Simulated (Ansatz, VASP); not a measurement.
## TiGa3: VASP beside Ansatz

```
Ti Ga
1.0
    -1.91345    1.91345    4.36700
     1.91345   -1.91345    4.36700
     1.91345    1.91345   -4.36700
Ti Ga
1 3
Direct
  0.00000 0.00000 0.00000
  0.50000 0.50000 0.00000
  0.75000 0.25000 0.50000
  0.25000 0.75000 0.50000
```

Change from the starting cell: equal xx and yy strain of +1 %.

Alike in both runs: task single point; functional PBEsol; k mesh 14 × 14 × 14; occupations fermi-dirac, width 0.05 eV; no spin polarisation.

```csv
,VASP,Ansatz
version,VASP 6.6.1,Ansatz 0.2.0
potentials or method,"VASP PAW PBE potentials, release 64 (Ti_sv, Ga_d), cutoff 520 eV","all-electron LAPW, scalar-relativistic"
```

VASP gave:

| Item | Value |
| --- | --- |
| pressure (GPa) | -5.0 |
| traceless stress, the component that is largest in VASP (GPa) | 1.83 |

Question: What did Ansatz give for the same quantities?

Answer: Pressure (GPa): -5.0; traceless stress, the component that is largest in VASP (GPa): 1.84.

VASP's potentials were made for PBE, not for PBEsol. Ansatz ran all-electron here, and VASP with PAW potentials.
